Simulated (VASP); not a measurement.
Write the native input for VASP 6.6.1 that does the following.

```yaml
Task: single point
Functional: PBEsol
Potentials_or_basis: VASP PAW PBE potentials, release 64 (In_d, Sb)
Cutoff: 520 eV
k_mesh: 8 × 8 × 8
Occupations: gaussian, width 0.15 eV
Spin: no spin polarisation
Dipole_correction: no
Further_INCAR_settings: ALGO = Normal; EDIFF = 1e-06; NBANDS = 22
```

The structure of InSb3 lies in POSCAR:

```
InSb3
1.0
    4.6338930603      0.0550865859      0.0550865859
    0.0550865859      4.6338930603      0.0550865859
    0.0550865859      0.0550865859      4.6338930603
In Sb
1 3
Direct
    0.0000000000      0.0000000000      0.0000000000
    0.5000000000      0.0000000000      0.5000000000
    0.0000000000      0.5000000000      0.5000000000
    0.5000000000      0.5000000000      0.0000000000
```

One way to write it, as run:

INCAR

```
  ALGO = Normal
  EDIFF = 1E-6
  ENCUT = 520
  GGA = PS
  ISIF = 2
  ISMEAR = 0
  LASPH = T
  LCHARG = F
  LREAL = F
  LWAVE = F
  NBANDS = 22
  NELM = 80
  PREC = Accurate
  SIGMA = 0.15
```

KPOINTS

```
k-points
0
Gamma
  8 8 8
```

Potentials or basis: VASP PAW PBE potentials, release 64 (In_d, Sb).

The run is started by

```sh
$ cat potpaw_PBE.64/In_d/POTCAR potpaw_PBE.64/Sb/POTCAR > POTCAR
$ mpirun -np 1 vasp_std > vasp.out
```

It gave:

```json
{
  "Pressure": "4.3 GPa",
  "Band gap on the k mesh": "zero (bands 14 and 15 overlap by 5.01 eV)"
}
```

Caveat: the cell stands under pressure; the PAW data sets were made with another functional, which shifts forces and pressure a little; spin-orbit coupling is left out, which moves the levels of the heavy elements.

Wall time 2.3 min on 1 thread of Intel Xeon 8259CL (shared host), peak memory 0.29 GiB.
